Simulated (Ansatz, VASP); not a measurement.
One calculation of CaO, two programs

```xyz
2
Lattice="0.0000 2.2944 2.2944 2.2944 0.0000 2.2944 2.2944 2.2944 0.0000" Properties=species:S:1:pos:R:3 pbc="T T T"
Ca    0.0000    0.0000    0.0000
O     2.2944    2.2944    2.2944
```

Alike in both runs: task relaxation of cell and atoms; functional PBE; k mesh 12 × 12 × 12; occupations fermi-dirac, width 0.05 eV; no spin polarisation.

```csv
,VASP,Ansatz
version,VASP 6.6.1,Ansatz 0.2.0
potentials or method,"VASP PAW PBE potentials, release 64 (Ca_sv, O)","PAW with Ansatz's default frozen-core files, scalar-relativistic"
plane-wave cutoff (eV),600,420
valence electrons in the cell,16,16
```

VASP gave:

| Property | Result |
| --- | --- |
| relaxed volume (Å³/atom) | 14.16 |
| relaxed length of the cell vector where the two differ most in proportion (Å) | 3.422 |

Question: What did Ansatz give for the same quantities?

Answer: Relaxed volume (Å³/atom): 14.09; relaxed length of the cell vector where the two differ most in proportion (Å): 3.416.

Noted on VASP's run: the volume moved by over 15 % at a fixed basis, so the end points are rough.
